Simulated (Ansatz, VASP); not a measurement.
**One calculation of Sr, two programs**

```
CELL_PARAMETERS angstrom
-3.70636 3.70636 2.02088
3.70636 -3.70636 2.02088
3.70636 3.70636 -2.02088
ATOMIC_POSITIONS crystal
Sr 0.44600 0.24100 0.36300
Sr 0.69600 0.99100 0.86300
```

Alike in both runs: task single point; functional PBE; k mesh 4 × 4 × 4; occupations gaussian, width 0.1 eV; no spin polarisation.

```csv
,VASP,Ansatz
version,VASP 6.6.1,Ansatz 0.2.0
potentials or method,"VASP PAW PBE potentials, release 64 (Sr_sv), cutoff 500 eV","scalar-relativistic, plane waves, PAW"
valence electrons in the cell,20,20
```

```csv
,VASP,Ansatz,Ansatz less VASP
gap on the k mesh at the Fermi level (eV),none,none,-
pressure (GPa),0.5,0.5,+0.01
"traceless stress, the component that is largest in VASP (GPa)",-0.34,-0.34,+0.002
```

A gap of «none» marks a metal or a gap that the smearing closes. With one functional, cell and mesh, what is left measures potentials, basis and numerics.

The k mesh is coarse, so the values compare programs but aren't converged.
